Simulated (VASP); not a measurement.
Input of a VASP 6.6.1 run:

Contents of INCAR:

```
SYSTEM = AlN
ALGO = Normal
EDIFF = 1E-6
ENCUT = 520
GGA = PE
ISIF = 2
ISMEAR = 0
LASPH = .True.
LCHARG = .False.
LREAL = .False.
LWAVE = .False.
NBANDS = 26
NELM = 80
PREC = Accurate
SIGMA = 0.05
```

File KPOINTS:

```
k-points
0
Gamma
  8 6 4
  0 0 0
```

Contents of POSCAR:

```
AlN
1.0
   -1.6567491617      2.8695737234      0.0000000000
    0.0000000000      0.0000000000      4.1874629526
    4.9702474850      2.8695737234      0.0000000000
Al N
4 4
Direct
    0.5797820240      0.7500000000      0.2186115250
    0.0000000000      0.7500000000      0.6666666667
    0.0000000000      0.2500000000      0.3333333333
    0.5000000000      0.2500000000      0.8333333333
    0.5000000000      0.2500000000      0.1666666667
    0.0000000000      0.2500000000      0.6666666667
    0.0000000000      0.7500000000      0.3333333333
    0.5000000000      0.7500000000      0.8333333333
```

Potentials or basis: VASP PAW PBE potentials, release 64 (Al, N).

Launch:

```sh
$ cat potpaw_PBE.64/Al/POTCAR potpaw_PBE.64/N/POTCAR > POTCAR
$ mpirun -np 1 vasp_std > vasp.out
```

(1) What does it give for the pressure?

(2) What does it give for the band gap on the k mesh?

## Answers

(1) 8.6 GPa.

(2) 2.87 eV.

Caveat: the cell differs from its parent crystal (atom 1 (Al) moved by +0.126 Å along [1 0 0] and +0.378 Å along [1 2 0]); the stress differs along the axes, from -4 to 29 GPa; forces of over 1 eV/Å act on the atoms, so gaps and moduli don't describe the material at rest.
